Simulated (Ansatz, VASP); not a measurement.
## Two plane-wave programs on Cr

INCAR

```
SYSTEM = Cr
PREC = Accurate
ENCUT = 520
EDIFF = 1E-6
ISMEAR = -1
SIGMA = 0.05
LREAL = .FALSE.
LASPH = .TRUE.
NELM = 150
ALGO = Normal
ISIF = 2
LWAVE = .FALSE.
LCHARG = .FALSE.
ISPIN = 2
MAGMOM = 1.01 -1.01
LORBIT = 11
LMAXMIX = 4
GGA = PE
NBANDS = 23
```

The input KPOINTS:

```
regular mesh
0
G
  18 18 18
  0 0 0
```

POSCAR

```
Cr
1.0
    2.9756066859      0.0000000000      0.0000000000
    0.0000000000      2.9756066859      0.0000000000
    0.0000000000      0.0000000000      2.9756066859
Cr
2
Direct
    0.0000000000      0.0000000000      0.0000000000
    0.5000000000      0.5000000000      0.5000000000
```

Input for Ansatz:

```yaml
crystal:
  lattice:
    - [2.9756066859, 0.0, 0.0]
    - [0.0, 2.9756066859, 0.0]
    - [0.0, 0.0, 2.9756066859]
  atoms:
    - { symbol: Cr, position: [0.0, 0.0, 0.0], spin: 1.01 }
    - { symbol: Cr, position: [0.5, 0.5, 0.5], spin: -1.01 }
hamiltonian:
  xc: pbe
  pseudopotentials:
    kind: paw
    azcp:
      Cr: "pseudopotentials/Cr.paw.azcp"
basis:
  ecutwfc: 420
  fft_grid_basis: typed
kpoints:
  mp_grid: { grid: [18, 18, 18], shift: [0, 0, 0] }
magnetization:
  spin_polarized: true
scf:
  occupations: { method: fermi_dirac, width: 0.05 }
output:
  stress: true
```

Alike in both runs: task single point; functional PBE; k mesh 18 × 18 × 18; occupations fermi-dirac, width 0.05 eV; collinear spin.

|  | VASP | Ansatz |
| --- | --- | --- |
| version | VASP 6.6.1 | Ansatz 0.2.0 |
| potentials or method | VASP PAW PBE potentials, release 64 (Cr_pv), cutoff 520 eV | plane waves (420 eV) with PAW, scalar-relativistic |
| valence electrons in the cell | 24 | 28 |

```tsv
	VASP	Ansatz	Ansatz less VASP
pressure (GPa)	-13.7	-14.0	-0.35
net moment per atom (μB)	0.00	0.00	0.000
size of the moment on the site where the two differ most (μB)	1.85	1.74	-0.115
```

Site moments also hang on the region over which each program counts them. The functional is the same, so the differences come from potentials, cutoffs and numerics. VASP's potentials hold 24 valence electrons a cell and Ansatz's 28, so a difference there can come from the potentials and not from the codes.
